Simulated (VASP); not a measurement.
# HfN (P-6m2) in VASP: further runs

Aim: see how the results for HfN move with the level of theory and the settings. Levels: PBE, PBE+D4. Tasks: single point.

Everything below comes from runs of VASP 6.6.1. Logs are shortened: lines on timing, memory, paths and dates and some standing lists are left out, and cuts for length are marked.

### 1 The cell of the first run

Symmetry: P-6m2, No. 187, hexagonal system. The conventional cell has a = 3.099 Å, b = 3.099 Å, c = 2.913 Å, α = 90.00°, β = 90.00°, γ = 120.00°. Within 3.0 Å of Hf (site symmetry -6m2) lie 6 N at 2.31 Å and 2 Hf at 2.91 Å. Within 3.0 Å of N (site symmetry -6m2) lie 6 Hf at 2.31 Å and 2 N at 2.91 Å.

### 2 Single point, PBE

INCAR

```
SYSTEM = HfN
  PREC = Accurate
  ENCUT = 600
  EDIFF = 1E-6
  ISMEAR = 0
  SIGMA = 0.05
  LREAL = .FALSE.
  LASPH = .TRUE.
  NELM = 120
  ALGO = Normal
  ISIF = 2
  LWAVE = .FALSE.
  LCHARG = .TRUE.
  GGA = PE
  LELF = .TRUE.
  LVHAR = .TRUE.
  NBANDS = 14
  GGA_COMPAT = .FALSE.
```

KPOINTS

```
Automatic mesh
0
G
  14 14 12
  0 0 0
```

POSCAR

```
HfN
1.0
    3.0990149869      0.0000000000      0.0000000000
   -1.5495074934      2.6838257053      0.0000000000
    0.0000000000      0.0000000000      2.9130017211
Hf N
1 1
Direct
    0.0000000000      0.0000000000      0.0000000000
    0.6666666667      0.3333333333      0.5000000000
```

Potentials or basis: VASP PAW PBE potentials, release 64 (Hf_pv, N).

On the command line:

```bash
$ cat potpaw_PBE.64/Hf_pv/POTCAR potpaw_PBE.64/N/POTCAR > POTCAR
$ mpirun -np 1 vasp_std > vasp.out
```

OUTCAR:

```text
SYSTEM = HfN
   PREC = Accurate
   ENCUT = 600
   EDIFF = 1E-6
   ISMEAR = 0
   LREAL = .FALSE.
   LASPH = .TRUE.
   NELM = 120
   ISIF = 2
   GGA = PE

 ion  position               nearest neighbor table
   1  0.000  0.000  0.000-   2 2.31   2 2.31   2 2.31   2 2.31   2 2.31   2 2.31
   2  0.667  0.333  0.500-   1 2.31   1 2.31   1 2.31   1 2.31   1 2.31   1 2.31

  LATTYP: Found a hexagonal cell.
 ALAT       =     3.0990149869
 C/A-ratio  =     0.9399766485

  Lattice vectors:

 A1 = (   3.0990149869,   0.0000000000,   0.0000000000)
 A2 = (  -1.5495074934,   2.6838257053,   0.0000000000)
 A3 = (   0.0000000000,   0.0000000000,   2.9130017211)

Analysis of symmetry for initial positions (statically):
=====================================================================
 Subroutine PRICEL returns:
 Original cell was already a primitive cell.

 Routine SETGRP: Setting up the symmetry group for a
 hexagonal supercell.

 Subroutine GETGRP returns: Found 12 space group operations
 (whereof 12 operations were pure point group operations)
 out of a pool of 24 trial point group operations.

The static configuration has the point symmetry D_3h.

Analysis of symmetry for dynamics (positions and initial velocities):
=====================================================================
 Subroutine PRICEL returns:
 Original cell was already a primitive cell.

 Routine SETGRP: Setting up the symmetry group for a
 hexagonal supercell.

 Subroutine GETGRP returns: Found 12 space group operations
 (whereof 12 operations were pure point group operations)
 out of a pool of 24 trial point group operations.

The dynamic configuration has the point symmetry D_3h.

 Subroutine INISYM returns: Found 12 space group operations
 (whereof 12 operations are pure point group operations),
 and found     1 'primitive' translations

----------------------------------------------------------------------------------------

                                     Primitive cell

  volume of cell :      24.2281

  direct lattice vectors                    reciprocal lattice vectors
     3.099014987  0.000000000  0.000000000     0.322683177  0.186301219  0.000000000
    -1.549507493  2.683825705  0.000000000     0.000000000  0.372602438  0.000000000
     0.000000000  0.000000000  2.913001721     0.000000000  0.000000000  0.343288503

  length of vectors
     3.099014987  3.099014987  2.913001721     0.372602438  0.372602438  0.343288503

  position of ions in fractional coordinates (direct lattice)
     0.000000000  0.000000000  0.000000000
     0.666666667  0.333333333  0.500000000

  ion indices of the primitive-cell ions
   primitive index   ion index
                 1           1
                 2           2

----------------------------------------------------------------------------------------

 KPOINTS: Automatic mesh

Automatic generation of k-mesh.
 Grid dimensions read from file:
 generate k-points for:   14   14   12

 Generating k-lattice:

  Cartesian coordinates                     Fractional coordinates (reciprocal lattice)
     0.023048798  0.013307230  0.000000000     0.071428571  0.000000000  0.000000000
     0.000000000  0.026614460  0.000000000     0.000000000  0.071428571  0.000000000
     0.000000000  0.000000000  0.028607375     0.000000000  0.000000000  0.083333333

  Length of vectors
     0.026614460  0.026614460  0.028607375

  Shift w.r.t. Gamma in fractional coordinates (k-lattice)
     0.000000000  0.000000000  0.000000000

 Subroutine IBZKPT returns following result:
 ===========================================

 Found    168 irreducible k-points:

 Following reciprocal coordinates:
            Coordinates               Weight
  0.000000  0.000000  0.000000      1.000000
  0.071429 -0.000000  0.000000      6.000000
  0.142857 -0.000000  0.000000      6.000000
  0.214286 -0.000000  0.000000      6.000000
  0.285714 -0.000000  0.000000      6.000000
  0.357143 -0.000000  0.000000      6.000000
[... 16 lines left out ...]
  0.285714  0.285714  0.000000      6.000000
  0.357143  0.285714  0.000000      6.000000
 [... further k-points ...]
   k-points           NKPTS =    168   k-points in BZ     NKDIM =    168   number of bands    NBANDS=     14
   number of dos      NEDOS =    301   number of ions     NIONS =      2
   total plane-waves  NPLWV =  18816
   dimension x,y,z NGX =    28 NGY =   28 NGZ =   24
   dimension x,y,z NGXF=    56 NGYF=   56 NGZF=   48
   ions per type =               1   1
   NGX,Y,Z   is equivalent  to a cutoff of  15.02, 15.02, 13.70 a.u.
   NGXF,Y,Z  is equivalent  to a cutoff of  30.04, 30.04, 27.39 a.u.
 SYSTEM =  HfN
   PREC   = accura    normal or accurate (medium, high low for compatibility)
   ISTART =      0    job   : 0-new  1-cont  2-samecut
   ICHARG =      2    charge: 1-file 2-atom 10-const
   ISPIN  =      1    spin polarized calculation?
   LNONCOLLINEAR =      F non collinear calculations
   LSORBIT =      F    spin-orbit coupling
   LASPH  =      T    aspherical Exc in radial PAW
   ENCUT  =  600.0 eV  44.10 Ry    6.64 a.u.   6.19  6.19  5.82*2*pi/ulx,y,z
   NELM   =    120;   NELMIN=  2; NELMDL= -5     # of ELM steps
   EDIFF  = 0.1E-05   stopping-criterion for ELM
   LREAL  =      F    real-space projection
   EDIFFG = 0.1E-04   stopping-criterion for IOM
   NSW    =      0    number of steps for IOM
   IBRION =     -1    ionic relax: 0-MD 1-quasi-New 2-CG
   NFREE  =      0    steps in history (QN), initial steepest desc. (CG)
   ISIF   =      2    stress and relaxation
   ISYM   =      2    0-nonsym 1-usesym 2-fastsym
   POTIM  = 0.5000    time-step for ionic-motion
   TEBEG  =    0.0;   TEEND  =   0.0 temperature during run
   PSTRESS=    0.0 pullay stress
   NELECT =      15.0000    total number of electrons
   NUPDOWN=      -1.0000    fix difference up-down
   EMIN   =  10.00;   EMAX   =-10.00  energy-range for DOS
   EFERMI =   0.00;   METHOD = LEGACY
   ISMEAR =     0;   SIGMA  =   0.05  broadening in eV -4-tet -1-fermi 0-gaus
   EFERMI_NEDOS =   21; number of points for ismear=-14 and -15
   IALGO  =     38    algorithm
   IMIX   =      4    mixing-type and parameters
     AMIX     =   0.40;   BMIX     =  1.00
     AMIX_MAG =   1.60;   BMIX_MAG =  1.00
  volume/ion in A,a.u.               =      12.11        81.75
  Fermi-wavevector in a.u.,A,eV,Ry     =   1.395294  2.636723 26.488433  1.946845
  Thomas-Fermi vector in A             =   2.518760
   LORBIT       =      0    0 simple, 1 ext, 2 COOP (PROOUT), +10 PAW based schemes
   GGA     = PE    functional components
   LHFCALC =     F    Hartree Fock is set to
   AEXX    =    0.0000 exact exchange contribution
   IVDW    =     0    specifies the selected vdW correction
   LEPSILON=     F    determine dielectric tensor
   LRPA    =     F    only Hartree local field effects (RPA)
 non-spin polarized calculation
 Gauss-broadening in eV      SIGMA  =   0.05
  energy-cutoff  :      600.00
  volume of cell :       24.23
 maximum number of plane-waves:       827
 NGX is ok and might be reduce to    28
   NGX = 13   NGY = 13   NGZ = 11

 number of electron      15.0000002 magnetization

 Free energy of the ion-electron system (eV)
  ---------------------------------------------------
  ext. energy  EPLUGINS =         0.00000000
  ---------------------------------------------------
  free energy    TOTEN  =       -20.97301712 eV

  energy without entropy =      -20.97041051  energy(sigma->0) =      -20.97171381

 E-fermi :   6.8363     XC(G=0): -12.4357

 val. band max:        6.8277389999   @ k =   0.2143   0.1429   0.2500
 cond. band min:       6.8374445828   @ k =   0.3571   0.0714   0.2500
 fundamental gap:      0.0097055830
 Fermi energy:         6.8362518435

 k-point     1 :       0.0000    0.0000    0.0000
  band No.  band energies     occupation
      1     -23.4422      2.00000
      2     -23.4422      2.00000
      3     -23.2435      2.00000
      4      -9.2522      2.00000
      5       3.4287      2.00000
      6       3.4287      2.00000
      7       4.5846      2.00000
      8       5.2173      2.00000
      9       8.9003      0.00000
     10      11.6659      0.00000
     11      11.6659      0.00000
     12      12.7545      0.00000
     13      12.7545      0.00000
     14      19.8527      0.00000

 k-point     2 :       0.0714   -0.0000    0.0000
  band No.  band energies     occupation
      1     -23.4909      2.00000
      2     -23.4523      2.00000
      3     -23.2377      2.00000
      4      -9.1608      2.00000
      5       3.1351      2.00000
      6       3.4954      2.00000
      7       4.6919      2.00000
      8       5.1121      2.00000
      9       9.2998      0.00000
     10      11.4399      0.00000
     11      11.6874      0.00000
     12      12.7045      0.00000
     13      12.8427      0.00000
     14      19.8658      0.00000

 k-point     3 :       0.1429   -0.0000    0.0000
  band No.  band energies     occupation
      1     -23.6250      2.00000
      2     -23.4805      2.00000
      3     -23.2214      2.00000
      4      -8.9043      2.00000
      5       2.4677      2.00000
      6       3.6794      2.00000
      7       4.8344      2.00000
      8       4.9783      2.00000
      9      10.2490      0.00000
     10      10.9204      0.00000
     11      11.7700      0.00000
     12      12.5679      0.00000
     13      13.0512      0.00000
     14      19.8762      0.00000

 k-point     4 :       0.2143   -0.0000    0.0000
  band No.  band energies     occupation
      1     -23.8127      2.00000
      2     -23.5210      2.00000
      3     -23.1979      2.00000
      4      -8.5320      2.00000
      5       1.7289      2.00000
      6       3.9362      2.00000
      7       4.4695      2.00000
      8       5.3204      2.00000
      9      10.3819      0.00000
     10      11.4335      0.00000
     11      11.9555      0.00000
     12      12.3789      0.00000
     13      13.2599      0.00000
     14      19.8827      0.00000

 k-point     5 :       0.2857   -0.0000    0.0000
  band No.  band energies     occupation
      1     -24.0132      2.00000
      2     -23.5655      2.00000
      3     -23.1717      2.00000
      4      -8.1138      2.00000
      5       1.0803      2.00000
      6       4.1032      2.00000
      7       4.2052      2.00000
      8       5.5026      2.00000
      9      10.2829      0.00000
     10      12.1795      0.00000
     11      12.2746      0.00000
[... 276 lines left out ...]
 k-point    22 :       0.3571    0.2143    0.0000
  band No.  band energies     occupation
      1     -24.2250      2.00000
      2     -23.8611      2.00000
      3     -23.1166      2.00000
      4      -7.1803      2.00000
      5       0.6858      2.00000
      6       2.9992      2.00000
      7       3.5498      2.00000
      8       7.0571      0.00000
      9       9.9816      0.00000
     10      10.4129      0.00000
     11      11.5817      0.00000
     12      15.0868      0.00000
     13      17.7423      0.00000
     14      19.0748      0.00000

 k-point    23 :       0.2857    0.2857    0.0000
  band No.  band energies     occupation
      1     -24.1775      2.00000
      2     -23.9235      2.00000
      3     -23.1153      2.00000
      4      -7.1531      2.00000
      5       0.8336      2.00000
      6       2.7463      2.00000
      7       3.5569      2.00000
      8       7.5371      0.00000
      9       9.4116      0.00000
     10      10.2500      0.00000
     11      11.4773      0.00000
     12      15.3056      0.00000
     13      17.9558      0.00000
     14      19.6769      0.00000

 k-point    24 :       0.3571    0.2857    0.0000
  band No.  band energies     occupation
      1     -24.1530      2.00000
      2     -23.9824      2.00000
      3     -23.1116      2.00000
      4      -7.0872      2.00000
      5       0.9266      2.00000
      6       2.5222      2.00000
      7       3.5330      2.00000
      8       7.8376      0.00000
      9       9.4988      0.00000
     10      10.1167      0.00000
     11      10.9973      0.00000
     12      15.4479      0.00000
     13      18.7502      0.00000
     14      19.9195      0.00000

 [... further k-points ...]

------------------------ aborting loop because EDIFF is reached ----------------------------------------

  FORCE on cell =-STRESS in cart. coord.  units (eV):
  Direction    XX          YY          ZZ          XY          YZ          ZX
  --------------------------------------------------------------------------------------
  -------------------------------------------------------------------------------------
  Total       -0.2860598     -0.2860598     -0.3681384     -0.0000000      0.0000000     -0.0000000
  in kB      -18.9168440    -18.9168440    -24.3446192     -0.0000000      0.0000000     -0.0000000
  external PRESSURE =     -20.7261024 kB  Pullay stress =       0.0000000 kB

 VOLUME and BASIS-vectors are now :
 -----------------------------------------------------------------------------
  energy-cutoff  :      600.00
  volume of cell :       24.23
      direct lattice vectors                 reciprocal lattice vectors
     3.099014987  0.000000000  0.000000000     0.322683177  0.186301219  0.000000000
    -1.549507493  2.683825705  0.000000000     0.000000000  0.372602438  0.000000000
     0.000000000  0.000000000  2.913001721     0.000000000  0.000000000  0.343288503

 POSITION                                       TOTAL-FORCE (eV/Angst)
 -----------------------------------------------------------------------------------
      0.00000      0.00000      0.00000         0.000000     -0.000000      0.000000
      1.54951      0.89461      1.45650        -0.000000      0.000000      0.000000
 -----------------------------------------------------------------------------------
    total drift:                               -0.000000      0.000000      0.000000

  FREE ENERGIE OF THE ION-ELECTRON SYSTEM (eV)
  ---------------------------------------------------
  free  energy   TOTEN  =       -20.9730171158 eV

  energy  without entropy=      -20.9704105094  energy(sigma->0) =      -20.97171381
```

Run time: 43 s. Hardware: 1 thread of Intel Xeon Platinum 8488C (Sapphire Rapids), shared host; peak memory 0.21 GiB.

What came out:

```
Free energy : -20.9730 eV
Pressure    : -2.1 GPa
```

Caveat: spin-orbit coupling is left out, which moves the levels of the heavy elements.

### 3 Single point, PBE+D4

INCAR

```
SYSTEM = HfN
PREC = Accurate ; ENCUT = 600
EDIFF = 1E-6 ; ISMEAR = 0
SIGMA = 0.05 ; LREAL = .FALSE.
LASPH = .TRUE. ; NELM = 120
ALGO = Normal ; ISIF = 2
LWAVE = .FALSE. ; LCHARG = .TRUE.
GGA = PE ; IVDW = 13
LELF = .TRUE. ; LVHAR = .TRUE.
NBANDS = 14 ; GGA_COMPAT = .FALSE.
```

KPOINTS

```
regular mesh
0
G
  14 14 12
  0 0 0
```

POSCAR is that of step 2.

Potentials or basis: VASP PAW PBE potentials, release 64 (Hf_pv, N).

On the command line:

```bash
$ cat potpaw_PBE.64/Hf_pv/POTCAR potpaw_PBE.64/N/POTCAR > POTCAR
$ mpirun -np 1 vasp_std > vasp.out
```

Wall time 43 s (1 thread of Intel Xeon Platinum 8488C (Sapphire Rapids), shared host); peak memory 0.21 GiB.

Results (log left out):

```yaml
Free_energy: -21.4957 eV
Pressure: -6.1 GPa
Dispersion_energy_per_atom: -0.261 eV
```

Stress tensor (GPa, compression positive):
```
-5.82  0.00  0.00
 0.00 -5.82  0.00
 0.00  0.00 -6.61
```

Levels at points of the mesh, in eV from the Fermi level:
```
           k point  band 3  band 4  band 5  band 6  band 7  band 8  band 9  band 10  band 11  band 12
(0.00, 0.00, 0.00)  -30.08  -16.09   -3.41   -3.41   -2.25   -1.62    2.06     4.83     4.83     5.92
(0.50, 0.00, 0.00)  -29.96  -14.20   -6.64   -3.30   -2.21   -1.72    4.83     5.02     6.43     6.53
(0.00, 0.00, 0.50)  -30.18  -13.69   -7.69   -2.62   -2.62    1.54    1.54     3.83     4.39     4.39
(0.50, 0.00, 0.50)  -30.36  -14.35   -5.73   -4.66   -4.27    0.73    5.00     6.60     7.91     7.97
```

Caveat: spin-orbit coupling is left out, which moves the levels of the heavy elements; pairwise dispersion overbinds metals, which lowers pressure and volume.
